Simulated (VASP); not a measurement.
# Si2Mo in VASP: single point with PBEsol

Aim: the single point of Si2Mo with PBEsol.

Everything below comes from runs of VASP 6.6.1. Logs are shortened: lines on timing, memory, paths and dates and some standing lists are left out, and cuts for length are marked.

## 1. The cell of the first run

The cell holds a slab with vacuum, 6 atoms: a = 3.190 Å, b = 3.190 Å, c = 23.491 Å, α = 90.00°, β = 90.00°, γ = 90.00°.

## 2. Single point, PBEsol

The input, INCAR:

```
  PREC = Accurate
  ENCUT = 520
  EDIFF = 1E-6
  ISMEAR = 0
  SIGMA = 0.1
  LREAL = False
  LASPH = True
  NELM = 80
  ALGO = Normal
  ISIF = 2
  LWAVE = False
  LCHARG = False
  LDIPOL = True
  IDIPOL = 3
  DIPOL = 0.5 0.5 0.498
  GGA = PS
  NBANDS = 31
```

The input, KPOINTS:

```
regular mesh
0
Gamma
  9 9 1
```

The input, POSCAR:

```
Si2Mo
1.0
    3.1900701700      0.0000000000      0.0000000000
    0.0000000000      3.1900701700      0.0000000000
    0.0000000000      0.0000000000     23.4908154018
Si Mo
4 2
Direct
    0.0000000000      0.0000000000      0.3618435484
    0.0000000000      0.0000000000      0.4716789609
    0.5000000000      0.5000000000      0.5252313790
    0.5000000000      0.5000000000      0.6316442822
    0.5000000000      0.5000000000      0.4167612547
    0.0000000000      0.0000000000      0.5807853714
```

Potentials or basis: VASP PAW PBE potentials, release 64 (Si, Mo_sv).

Run with:

```console
cat potpaw_PBE.64/Si/POTCAR potpaw_PBE.64/Mo_sv/POTCAR > POTCAR
mpirun -np 1 vasp_std > vasp.out
```

OUTCAR:

```text
PREC = Accurate
   ENCUT = 520
   EDIFF = 1E-6
   ISMEAR = 0
   LREAL = False
   LASPH = True
   NELM = 80
   ISIF = 2
   GGA = PS

 ion  position               nearest neighbor table
   1  0.000  0.000  0.362-   2 2.58   5 2.60   5 2.60   5 2.60   5 2.60
   2  0.000  0.000  0.472-   6 2.56   1 2.58   3 2.58   3 2.58   3 2.58   3 2.58   5 2.60   5 2.60
                             5 2.60   5 2.60
   3  0.500  0.500  0.525-   4 2.50   5 2.55   2 2.58   2 2.58   2 2.58   2 2.58   6 2.61   6 2.61
                             6 2.61   6 2.61
   4  0.500  0.500  0.632-   3 2.50   6 2.55   6 2.55   6 2.55   6 2.55
   5  0.500  0.500  0.417-   3 2.55   2 2.60   2 2.60   2 2.60   2 2.60   1 2.60   1 2.60   1 2.60
                             1 2.60
   6  0.000  0.000  0.581-   4 2.55   4 2.55   4 2.55   4 2.55   2 2.56   3 2.61   3 2.61   3 2.61
                             3 2.61

  LATTYP: Found a simple tetragonal cell.
 ALAT       =     3.1900701700
 C/A-ratio  =     7.3637299965

  Lattice vectors:

 A1 = (   3.1900701700,   0.0000000000,   0.0000000000)
 A2 = (   0.0000000000,   3.1900701700,   0.0000000000)
 A3 = (   0.0000000000,   0.0000000000,  23.4908154018)

Analysis of symmetry for initial positions (statically):
=====================================================================
 Subroutine PRICEL returns:
 Original cell was already a primitive cell.

 Routine SETGRP: Setting up the symmetry group for a
 simple tetragonal supercell.

 Subroutine GETGRP returns: Found  8 space group operations
 (whereof  8 operations were pure point group operations)
 out of a pool of 16 trial point group operations.

The static configuration has the point symmetry C_4v.

Analysis of symmetry for dynamics (positions and initial velocities):
=====================================================================
 Subroutine PRICEL returns:
 Original cell was already a primitive cell.

 Routine SETGRP: Setting up the symmetry group for a
 simple tetragonal supercell.

 Subroutine GETGRP returns: Found  8 space group operations
 (whereof  8 operations were pure point group operations)
 out of a pool of 16 trial point group operations.

The dynamic configuration has the point symmetry C_4v.

 Subroutine INISYM returns: Found  8 space group operations
 (whereof  8 operations are pure point group operations),
 and found     1 'primitive' translations

----------------------------------------------------------------------------------------

                                     Primitive cell

  volume of cell :     239.0554

  direct lattice vectors                    reciprocal lattice vectors
     3.190070170  0.000000000  0.000000000     0.313472728  0.000000000  0.000000000
     0.000000000  3.190070170  0.000000000     0.000000000  0.313472728  0.000000000
     0.000000000  0.000000000 23.490815402     0.000000000  0.000000000  0.042569829

  length of vectors
     3.190070170  3.190070170 23.490815402     0.313472728  0.313472728  0.042569829

  position of ions in fractional coordinates (direct lattice)
     0.000000000  0.000000000  0.361843548
     0.000000000  0.000000000  0.471678961
     0.500000000  0.500000000  0.525231379
     0.500000000  0.500000000  0.631644282
     0.500000000  0.500000000  0.416761255
     0.000000000  0.000000000  0.580785371

  ion indices of the primitive-cell ions
   primitive index   ion index
                 1           1
                 2           2
                 3           3
                 4           4
                 5           5
                 6           6

----------------------------------------------------------------------------------------

 KPOINTS: regular mesh

Automatic generation of k-mesh.
 Grid dimensions read from file:
 generate k-points for:    9    9    1

 Generating k-lattice:

  Cartesian coordinates                     Fractional coordinates (reciprocal lattice)
     0.034830303  0.000000000  0.000000000     0.111111111  0.000000000  0.000000000
     0.000000000  0.034830303  0.000000000     0.000000000  0.111111111  0.000000000
     0.000000000  0.000000000  0.042569829     0.000000000  0.000000000  1.000000000

  Length of vectors
     0.034830303  0.034830303  0.042569829

  Shift w.r.t. Gamma in fractional coordinates (k-lattice)
     0.000000000  0.000000000  0.000000000

 Subroutine IBZKPT returns following result:
 ===========================================

 Found     15 irreducible k-points:

 Following reciprocal coordinates:
            Coordinates               Weight
  0.000000  0.000000  0.000000      1.000000
  0.111111  0.000000  0.000000      4.000000
  0.222222  0.000000  0.000000      4.000000
  0.333333  0.000000  0.000000      4.000000
  0.444444  0.000000  0.000000      4.000000
  0.111111  0.111111  0.000000      4.000000
  0.222222  0.111111  0.000000      8.000000
  0.333333  0.111111  0.000000      8.000000
  0.444444  0.111111  0.000000      8.000000
  0.222222  0.222222  0.000000      4.000000
  0.333333  0.222222  0.000000      8.000000
  0.444444  0.222222  0.000000      8.000000
  0.333333  0.333333  0.000000      4.000000
  0.444444  0.333333  0.000000      8.000000
  0.444444  0.444444  0.000000      4.000000
   k-points           NKPTS =     15   k-points in BZ     NKDIM =     15   number of bands    NBANDS=     31
   number of dos      NEDOS =    301   number of ions     NIONS =      6
   total plane-waves  NPLWV = 103680
   dimension x,y,z NGX =    24 NGY =   24 NGZ =  180
   dimension x,y,z NGXF=    48 NGYF=   48 NGZF=  360
   ions per type =               4   2
   NGX,Y,Z   is equivalent  to a cutoff of  12.51, 12.51, 12.74 a.u.
   NGXF,Y,Z  is equivalent  to a cutoff of  25.01, 25.01, 25.48 a.u.
 SYSTEM =  unknown system
   PREC   = accura    normal or accurate (medium, high low for compatibility)
   ISTART =      0    job   : 0-new  1-cont  2-samecut
   ICHARG =      2    charge: 1-file 2-atom 10-const
   ISPIN  =      1    spin polarized calculation?
   LNONCOLLINEAR =      F non collinear calculations
   LSORBIT =      F    spin-orbit coupling
   LASPH  =      T    aspherical Exc in radial PAW
   ENCUT  =  520.0 eV  38.22 Ry    6.18 a.u.   5.93  5.93 43.68*2*pi/ulx,y,z
   NELM   =     80;   NELMIN=  2; NELMDL= -5     # of ELM steps
   EDIFF  = 0.1E-05   stopping-criterion for ELM
   LREAL  =      F    real-space projection
   EDIFFG = 0.1E-04   stopping-criterion for IOM
   NSW    =      0    number of steps for IOM
   IBRION =     -1    ionic relax: 0-MD 1-quasi-New 2-CG
   NFREE  =      0    steps in history (QN), initial steepest desc. (CG)
   ISIF   =      2    stress and relaxation
   ISYM   =      2    0-nonsym 1-usesym 2-fastsym
   POTIM  = 0.5000    time-step for ionic-motion
   TEBEG  =    0.0;   TEEND  =   0.0 temperature during run
   PSTRESS=    0.0 pullay stress
   NELECT =      44.0000    total number of electrons
   NUPDOWN=      -1.0000    fix difference up-down
   EMIN   =  10.00;   EMAX   =-10.00  energy-range for DOS
   EFERMI =   0.00;   METHOD = LEGACY
   ISMEAR =     0;   SIGMA  =   0.10  broadening in eV -4-tet -1-fermi 0-gaus
   EFERMI_NEDOS =   21; number of points for ismear=-14 and -15
   IALGO  =     38    algorithm
   IMIX   =      4    mixing-type and parameters
     AMIX     =   0.40;   BMIX     =  1.00
     AMIX_MAG =   1.60;   BMIX_MAG =  1.00
  volume/ion in A,a.u.               =      39.84       268.87
  Fermi-wavevector in a.u.,A,eV,Ry     =   0.931236  1.759780 11.798967  0.867200
  Thomas-Fermi vector in A             =   2.057708
   LORBIT       =      0    0 simple, 1 ext, 2 COOP (PROOUT), +10 PAW based schemes
   GGA     = PS    functional components
   LHFCALC =     F    Hartree Fock is set to
   AEXX    =    0.0000 exact exchange contribution
   IVDW    =     0    specifies the selected vdW correction
   LEPSILON=     F    determine dielectric tensor
   LRPA    =     F    only Hartree local field effects (RPA)
 non-spin polarized calculation
 Gauss-broadening in eV      SIGMA  =   0.10
  energy-cutoff  :      520.00
  volume of cell :      239.06
 maximum number of plane-waves:      6497
 NGX is ok and might be reduce to    24
   NGX = 11   NGY = 11   NGZ = 87

 dipolmoment           0.000000      0.000000      0.003122 electrons x Angstroem

 number of electron      44.0000008 magnetization

 dipolmoment           0.000000      0.000000     -0.006317 electrons x Angstroem

 Free energy of the ion-electron system (eV)
  ---------------------------------------------------
  ext. energy  EPLUGINS =         0.00000000
  ---------------------------------------------------
  free energy    TOTEN  =       -46.85258760 eV

  energy without entropy =      -46.83448365  energy(sigma->0) =      -46.84353563

 E-fermi :   1.0742     XC(G=0):  -5.0508

 val. band max:        0.9991799538   @ k =   0.4444   0.1111   0.0000
 cond. band min:       1.0773187202   @ k =   0.1111   0.0000   0.0000
 fundamental gap:      0.0781387664
 Fermi energy:         1.0741645302

 k-point     1 :       0.0000    0.0000    0.0000
  band No.  band energies     occupation
      1     -59.3247      2.00000
      2     -59.3076      2.00000
      3     -33.4998      2.00000
      4     -33.4842      2.00000
      5     -33.4536      2.00000
      6     -33.4536      2.00000
[... 23 lines left out ...]
     30       5.3213      0.00000
     31       5.4049      0.00000

 k-point     2 :       0.1111    0.0000    0.0000
  band No.  band energies     occupation
      1     -59.3224      2.00000
      2     -59.3053      2.00000
      3     -33.4955      2.00000
      4     -33.4865      2.00000
      5     -33.4805      2.00000
      6     -33.4505      2.00000
[... 434 lines left out ...]
 k-point    15 :       0.4444    0.4444    0.0000
  band No.  band energies     occupation
      1     -59.2871      2.00000
      2     -59.2706      2.00000
      3     -33.6778      2.00000
      4     -33.6767      2.00000
      5     -33.6342      2.00000
      6     -33.6332      2.00000
[... 23 lines left out ...]
     30       5.3513      0.00000
     31       6.0022      0.00000

------------------------ aborting loop because EDIFF is reached ----------------------------------------

 vacuum level on the upper side and lower side of the slab       (xc-potential included)        -0.232        -0.128

  FORCE on cell =-STRESS in cart. coord.  units (eV):
  Direction    XX          YY          ZZ          XY          YZ          ZX
  --------------------------------------------------------------------------------------
  -------------------------------------------------------------------------------------
  Total       -0.4550100     -0.4550100     -0.9563879      0.0000000      0.0000000      0.0000000
  in kB       -3.0495304     -3.0495304     -6.4098240      0.0000000      0.0000000      0.0000000
  external PRESSURE =      -4.1696283 kB  Pullay stress =       0.0000000 kB

 VOLUME and BASIS-vectors are now :
 -----------------------------------------------------------------------------
  energy-cutoff  :      520.00
  volume of cell :      239.06
      direct lattice vectors                 reciprocal lattice vectors
     3.190070170  0.000000000  0.000000000     0.313472728  0.000000000  0.000000000
     0.000000000  3.190070170  0.000000000     0.000000000  0.313472728  0.000000000
     0.000000000  0.000000000 23.490815402     0.000000000  0.000000000  0.042569829

 POSITION                                       TOTAL-FORCE (eV/Angst)
 -----------------------------------------------------------------------------------
      0.00000      0.00000      8.50000         0.000000     -0.000000      0.516866
      0.00000      0.00000     11.08012        -0.000000     -0.000000     -0.293499
      1.59504      1.59504     12.33811        -0.000000     -0.000000      0.008752
      1.59504      1.59504     14.83784        -0.000000     -0.000000      0.018971
      1.59504      1.59504      9.79006        -0.000000      0.000000     -0.248846
      0.00000      0.00000     13.64312         0.000000     -0.000000     -0.002244
 -----------------------------------------------------------------------------------
    total drift:                                0.000000     -0.000000     -0.000134

  FREE ENERGIE OF THE ION-ELECTRON SYSTEM (eV)
  ---------------------------------------------------
  free  energy   TOTEN  =       -46.8525875997 eV

  energy  without entropy=      -46.8344836507  energy(sigma->0) =      -46.84353563

 vacuum level on the upper side and lower side of the slab         5.451         5.551
```

Wall time 4.2 min (1 thread of AMD EPYC 7R43 (Zen 3), shared host); peak memory 0.32 GiB.

What came out:

| Quantity | Value |
| --- | --- |
| Free energy | -46.8526 eV |
| Largest force | 0.517 eV/Å |
| Band gap on the k mesh | zero (band 22 reaches 1.79 eV, above the bottom of band 23 at 0.99 eV) |

Forces in eV/Å, atoms in the order of the input:
```
Si   0.000  0.000  0.517
Si   0.000  0.000 -0.293
Si   0.000  0.000  0.009
Si   0.000  0.000  0.019
Mo   0.000  0.000 -0.249
Mo   0.000  0.000 -0.002
```

Caveat: the PAW data sets were made with another functional, which shifts forces and pressure a little.
